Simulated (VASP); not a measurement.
# GaN (F-43m) in VASP: a series of runs

The runs below take GaN through single point, relaxation of cell and atoms, with r2SCAN+D4, PBEsol+D3(BJ), r2SCAN, PBE-based screened hybrid with 25 % exact exchange.

Program: VASP 6.6.1. These are calculated values, not measurements. Logs are shortened: lines on timing, memory, paths and dates and some standing lists are left out, and cuts for length are marked.

## Step 1: The cell of the first run

The structure is cubic, space group F-43m (No. 216). Conventional cell: a = 4.595 Å, b = 4.595 Å, c = 4.595 Å, α = 90.00°, β = 90.00°, γ = 90.00°. Ga (site symmetry -43m) has 4 N at 1.99 Å within 2.6 Å. N (site symmetry -43m) has 4 Ga at 1.99 Å within 2.6 Å.

## Step 2: Single point, r2SCAN+D4

File POSCAR:

```
GaN
1.0
    0.0000000000      2.2976981147      2.2976981147
    2.2976981147      0.0000000000      2.2976981147
    2.2976981147      2.2976981147      0.0000000000
Ga N
1 1
Direct
    0.0000000000      0.0000000000      0.0000000000
    0.2500000000      0.2500000000      0.2500000000
```

File INCAR.step1:

```
SYSTEM = GaN
PREC = Accurate
ENCUT = 520
ISMEAR = -1
SIGMA = 0.05
LREAL = .FALSE.
LASPH = .TRUE.
NELM = 60
NBANDS = 16
GGA = PE
ALGO = Normal
EDIFF = 1E-4
LWAVE = .TRUE.
LCHARG = .FALSE.
```

File INCAR.step2:

```
SYSTEM = GaN
PREC = Accurate
ENCUT = 520
EDIFF = 1E-6
ISMEAR = -1
SIGMA = 0.05
LREAL = .FALSE.
LASPH = .TRUE.
NELM = 60
ALGO = Normal
ISIF = 2
LWAVE = .FALSE.
LCHARG = .FALSE.
METAGGA = R2SCAN
LMIXTAU = .TRUE.
IVDW = 13
VDW_S6 = 1.0
VDW_S8 = 0.6018749
VDW_A1 = 0.51559235
VDW_A2 = 5.77342911
NBANDS = 16
ISTART = 1
```

File KPOINTS:

```
regular mesh
0
G
  10 10 10
  0 0 0
```

Potentials or basis: VASP PAW PBE potentials, release 64 (Ga_d, N).

On the command line:

```bash
$ cat potpaw_PBE.64/Ga_d/POTCAR potpaw_PBE.64/N/POTCAR > POTCAR
$ cp INCAR.step1 INCAR
$ mpirun -np 1 vasp_std > vasp.out
$ cp INCAR.step2 INCAR
$ mpirun -np 1 vasp_std > vasp.out
```

OUTCAR:

```text
SYSTEM = GaN
   PREC = Accurate
   ENCUT = 520
   EDIFF = 1E-6
   ISMEAR = -1
   LREAL = .FALSE.
   LASPH = .TRUE.
   NELM = 60
   ISIF = 2
   METAGGA = R2SCAN
   IVDW = 13
   ISTART = 1

 ion  position               nearest neighbor table
   1  0.000  0.000  0.000-   2 1.99   2 1.99   2 1.99   2 1.99
   2  0.250  0.250  0.250-   1 1.99   1 1.99   1 1.99   1 1.99

  LATTYP: Found a face centered cubic cell.
 ALAT       =     4.5953962294

  Lattice vectors:

 A1 = (   0.0000000000,   2.2976981147,   2.2976981147)
 A2 = (   2.2976981147,   0.0000000000,   2.2976981147)
 A3 = (   2.2976981147,   2.2976981147,   0.0000000000)

Analysis of symmetry for initial positions (statically):
=====================================================================
 Subroutine PRICEL returns:
 Original cell was already a primitive cell.

 Routine SETGRP: Setting up the symmetry group for a
 face centered cubic supercell.

 Subroutine GETGRP returns: Found 24 space group operations
 (whereof 24 operations were pure point group operations)
 out of a pool of 48 trial point group operations.

The static configuration has the point symmetry T_d .

Analysis of symmetry for dynamics (positions and initial velocities):
=====================================================================
 Subroutine PRICEL returns:
 Original cell was already a primitive cell.

 Routine SETGRP: Setting up the symmetry group for a
 face centered cubic supercell.

 Subroutine GETGRP returns: Found 24 space group operations
 (whereof 24 operations were pure point group operations)
 out of a pool of 48 trial point group operations.

The dynamic configuration has the point symmetry T_d .

 Subroutine INISYM returns: Found 24 space group operations
 (whereof 24 operations are pure point group operations),
 and found     1 'primitive' translations

----------------------------------------------------------------------------------------

                                     Primitive cell

  volume of cell :      24.2610

  direct lattice vectors                    reciprocal lattice vectors
     0.000000000  2.297698115  2.297698115    -0.217609092  0.217609092  0.217609092
     2.297698115  0.000000000  2.297698115     0.217609092 -0.217609092  0.217609092
     2.297698115  2.297698115  0.000000000     0.217609092  0.217609092 -0.217609092

  length of vectors
     3.249435836  3.249435836  3.249435836     0.376910003  0.376910003  0.376910003

  position of ions in fractional coordinates (direct lattice)
     0.000000000  0.000000000  0.000000000
     0.250000000  0.250000000  0.250000000

  ion indices of the primitive-cell ions
   primitive index   ion index
                 1           1
                 2           2

----------------------------------------------------------------------------------------

 KPOINTS: regular mesh

Automatic generation of k-mesh.
 Grid dimensions read from file:
 generate k-points for:   10   10   10

 Generating k-lattice:

  Cartesian coordinates                     Fractional coordinates (reciprocal lattice)
    -0.021760909  0.021760909  0.021760909     0.100000000  0.000000000  0.000000000
     0.021760909 -0.021760909  0.021760909     0.000000000  0.100000000  0.000000000
     0.021760909  0.021760909 -0.021760909     0.000000000  0.000000000  0.100000000

  Length of vectors
     0.037691000  0.037691000  0.037691000

  Shift w.r.t. Gamma in fractional coordinates (k-lattice)
     0.000000000  0.000000000  0.000000000

 Subroutine IBZKPT returns following result:
 ===========================================

 Found     47 irreducible k-points:

 Following reciprocal coordinates:
            Coordinates               Weight
  0.000000  0.000000  0.000000      1.000000
  0.100000  0.000000  0.000000      8.000000
  0.200000  0.000000  0.000000      8.000000
  0.300000  0.000000  0.000000      8.000000
  0.400000  0.000000  0.000000      8.000000
  0.500000  0.000000  0.000000      4.000000
[... 16 lines left out ...]
  0.300000  0.300000  0.000000      6.000000
  0.400000  0.300000  0.000000     24.000000
 [... further k-points ...]
   k-points           NKPTS =     47   k-points in BZ     NKDIM =     47   number of bands    NBANDS=     16
   number of dos      NEDOS =    301   number of ions     NIONS =      2
   total plane-waves  NPLWV =  13824
   dimension x,y,z NGX =    24 NGY =   24 NGZ =   24
   dimension x,y,z NGXF=    48 NGYF=   48 NGZF=   48
   ions per type =               1   1
   NGX,Y,Z   is equivalent  to a cutoff of  12.28, 12.28, 12.28 a.u.
   NGXF,Y,Z  is equivalent  to a cutoff of  24.56, 24.56, 24.56 a.u.
 SYSTEM =  GaN
   PREC   = accura    normal or accurate (medium, high low for compatibility)
   ISTART =      1    job   : 0-new  1-cont  2-samecut
   ICHARG =      0    charge: 1-file 2-atom 10-const
   ISPIN  =      1    spin polarized calculation?
   LNONCOLLINEAR =      F non collinear calculations
   LSORBIT =      F    spin-orbit coupling
   LASPH  =      T    aspherical Exc in radial PAW
   ENCUT  =  520.0 eV  38.22 Ry    6.18 a.u.   6.04  6.04  6.04*2*pi/ulx,y,z
   NELM   =     60;   NELMIN=  2; NELMDL=  0     # of ELM steps
   EDIFF  = 0.1E-05   stopping-criterion for ELM
   LREAL  =      F    real-space projection
   EDIFFG = 0.1E-04   stopping-criterion for IOM
   NSW    =      0    number of steps for IOM
   IBRION =     -1    ionic relax: 0-MD 1-quasi-New 2-CG
   NFREE  =      0    steps in history (QN), initial steepest desc. (CG)
   ISIF   =      2    stress and relaxation
   ISYM   =      2    0-nonsym 1-usesym 2-fastsym
   POTIM  = 0.5000    time-step for ionic-motion
   TEBEG  =    0.0;   TEEND  =   0.0 temperature during run
   PSTRESS=    0.0 pullay stress
   NELECT =      18.0000    total number of electrons
   NUPDOWN=      -1.0000    fix difference up-down
   EMIN   =  10.00;   EMAX   =-10.00  energy-range for DOS
   EFERMI =   0.00;   METHOD = LEGACY
   ISMEAR =    -1;   SIGMA  =   0.05  broadening in eV -4-tet -1-fermi 0-gaus
   EFERMI_NEDOS =   21; number of points for ismear=-14 and -15
   IALGO  =     38    algorithm
   IMIX   =      4    mixing-type and parameters
     AMIX     =   0.40;   BMIX     =  1.00
     AMIX_MAG =   1.60;   BMIX_MAG =  1.00
  volume/ion in A,a.u.               =      12.13        81.86
  Fermi-wavevector in a.u.,A,eV,Ry     =   1.482049  2.800667 29.884797  2.196471
  Thomas-Fermi vector in A             =   2.595884
   LORBIT       =      0    0 simple, 1 ext, 2 COOP (PROOUT), +10 PAW based schemes
   METAGGA = R2SCAN    functional components
   LHFCALC =     F    Hartree Fock is set to
   AEXX    =    0.0000 exact exchange contribution
   IVDW    =    13    specifies the selected vdW correction
   LEPSILON=     F    determine dielectric tensor
   LRPA    =     F    only Hartree local field effects (RPA)
 non-spin polarized calculation
  energy-cutoff  :      520.00
  volume of cell :       24.26
 maximum number of plane-waves:       666
   NGX = 13   NGY = 13   NGZ = 13

 number of electron      17.9999986 magnetization

 Free energy of the ion-electron system (eV)
  ---------------------------------------------------
  ext. energy  EPLUGINS =         0.00000000
  ---------------------------------------------------
  free energy    TOTEN  =       -21.85198486 eV

  energy without entropy =      -21.85198486  energy(sigma->0) =      -21.85198486

 E-fermi :   5.3216     XC(G=0): -12.2954

 val. band max:        4.4035396599   @ k =   0.0000   0.0000   0.0000
 cond. band min:       6.1349405915   @ k =   0.0000   0.0000   0.0000
 fundamental gap:      1.7314009316
 Fermi energy:         5.3215863800

 k-point     1 :       0.0000    0.0000    0.0000
  band No.  band energies     occupation
      1     -11.8432      2.00000
      2      -9.3990      2.00000
      3      -9.3990      2.00000
      4      -9.3989      2.00000
      5      -9.1063      2.00000
      6      -9.1063      2.00000
[... 8 lines left out ...]
     15      23.6643      0.00000
     16      23.6643      0.00000

 k-point     2 :       0.1000    0.0000    0.0000
  band No.  band energies     occupation
      1     -11.7458      2.00000
      2      -9.3870      2.00000
      3      -9.3870      2.00000
      4      -9.3551      2.00000
      5      -9.1072      2.00000
      6      -9.1072      2.00000
[... 8 lines left out ...]
     15      22.2964      0.00000
     16      22.2966      0.00000

 k-point     3 :       0.2000    0.0000    0.0000
  band No.  band energies     occupation
      1     -11.5029      2.00000
      2      -9.3590      2.00000
      3      -9.3589      2.00000
      4      -9.1846      2.00000
      5      -9.1060      2.00000
      6      -9.1060      2.00000
[... 8 lines left out ...]
     15      21.5276      0.00000
     16      21.5276      0.00000

 k-point     4 :       0.3000    0.0000    0.0000
  band No.  band energies     occupation
      1     -11.2457      2.00000
      2      -9.3329      2.00000
      3      -9.3329      2.00000
      4      -9.0950      2.00000
      5      -9.0950      2.00000
      6      -8.8074      2.00000
[... 8 lines left out ...]
     15      22.0043      0.00000
     16      22.0044      0.00000
[... 324 lines left out ...]
 k-point    22 :      -0.2000    0.2000    0.0000
  band No.  band energies     occupation
      1     -11.1671      2.00000
      2      -9.3151      2.00000
      3      -9.3077      2.00000
      4      -9.1239      2.00000
      5      -9.1106      2.00000
      6      -8.6532      2.00000
[... 8 lines left out ...]
     15      22.0995      0.00000
     16      25.2077      0.00000

 k-point    23 :       0.3000    0.3000    0.0000
  band No.  band energies     occupation
      1     -11.0911      2.00000
      2      -9.2402      2.00000
      3      -9.2328      2.00000
      4      -9.2328      2.00000
      5      -9.0624      2.00000
      6      -8.6300      2.00000
[... 8 lines left out ...]
     15      26.6531      0.00000
     16      26.9137      0.00000

 k-point    24 :       0.4000    0.3000    0.0000
  band No.  band energies     occupation
      1     -10.9857      2.00000
      2      -9.2607      2.00000
      3      -9.2021      2.00000
      4      -9.1983      2.00000
      5      -9.0540      2.00000
      6      -8.2263      2.00000
[... 8 lines left out ...]
     15      26.7750      0.00000
     16      27.0727      0.00000

 [... further k-points ...]

------------------------ aborting loop because EDIFF is reached ----------------------------------------

  DFT-D4 for vdW energy calculation

  Edisp (eV):   -0.27490

  FORCE on cell =-STRESS in cart. coord.  units (eV):
  Direction    XX          YY          ZZ          XY          YZ          ZX
  --------------------------------------------------------------------------------------
  -------------------------------------------------------------------------------------
  Total      -1.78026    -1.78026    -1.78026    -0.00000    -0.00000    -0.00000
  in kB    -117.56718  -117.56718  -117.56718    -0.00000    -0.00000    -0.00000
  external pressure =     -117.57 kB  Pullay stress =        0.00 kB

 VOLUME and BASIS-vectors are now :
 -----------------------------------------------------------------------------
  energy-cutoff  :      520.00
  volume of cell :       24.26
      direct lattice vectors                 reciprocal lattice vectors
     0.000000000  2.297698115  2.297698115    -0.217609092  0.217609092  0.217609092
     2.297698115  0.000000000  2.297698115     0.217609092 -0.217609092  0.217609092
     2.297698115  2.297698115  0.000000000     0.217609092  0.217609092 -0.217609092

 POSITION                                       TOTAL-FORCE (eV/Angst)
 -----------------------------------------------------------------------------------
      0.00000      0.00000      0.00000        -0.000000     -0.000000     -0.000000
      1.14885      1.14885      1.14885         0.000000      0.000000      0.000000
 -----------------------------------------------------------------------------------
    total drift:                                0.000015      0.000015      0.000015

  FREE ENERGIE OF THE ION-ELECTRON SYSTEM (eV)
  ---------------------------------------------------
  free  energy   TOTEN  =       -22.1268818487 eV

  energy  without entropy=      -22.1268818485  energy(sigma->0) =      -22.12688185
```

Wall time 2.1 min (1 thread of AMD EPYC 7R13, shared host); peak memory 0.13 GiB.

What came out:

```yaml
Free_energy: -22.1269 eV
Pressure: -11.8 GPa
Band_gap_on_the_k_mesh: 1.73 eV
Dispersion_energy_per_atom: -0.137 eV
```

Levels at points of the mesh, in eV from the valence-band top:
| k point | band 5 | band 6 | band 7 | band 8 | band 9 | band 10 | band 11 | band 12 | band 13 | band 14 |
| --- | --- | --- | --- | --- | --- | --- | --- | --- | --- | --- |
| (0.00, 0.00, 0.00) | -13.51 | -13.51 | 0.00 | 0.00 | 0.00 | 1.73 | 10.62 | 10.62 | 10.62 | 17.73 |
| (0.50, 0.00, 0.00) | -13.47 | -12.39 | -6.78 | -0.93 | -0.93 | 4.75 | 9.13 | 10.68 | 10.68 | 15.98 |
| (0.50, 0.50, 0.00) | -13.44 | -12.00 | -5.98 | -2.58 | -2.58 | 3.74 | 6.87 | 12.14 | 14.30 | 14.30 |

Caveat: the cell stands under tension; the PAW data sets were made with another functional, which shifts forces and pressure a little.

(Continued in part 2 of 3.)
